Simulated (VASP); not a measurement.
Runs of VASP 6.6.1 on AlN. The structure is that of space group R-3m (No. 166), or close to it. The cells are those of the table. 

| cell | cutoff (eV) | gap on the mesh (eV) | pressure (GPa) |
| --- | --- | --- | --- |
| a = 2.678 Å, angles 68.4°, 2 atoms | 520 | 1.73 | (b) |
| a = 2.884, b = 3.022, c = 3.048 Å, angles 60.4, 58.4, 58.4°, 2 atoms | 520 | 2.63 | -15.8 |
| a = 3.026 Å, angles 54.9°, 2 atoms | 520 | 2.78 | (a) |
| a = 2.803 Å, angles 65.4°, 2 atoms | 600 | 2.41 | -6.8 |

Alike in all rows: task single point; level PBE; potentials or basis VASP PAW PBE potentials, release 64 (Al, N); no spin polarisation; k mesh 10 × 10 × 10; smearing gaussian 0.02 eV.

Task: Fill in the values left out.

Result: (a) -5.0; (b) 16.7.

A k mesh can miss the band edges.
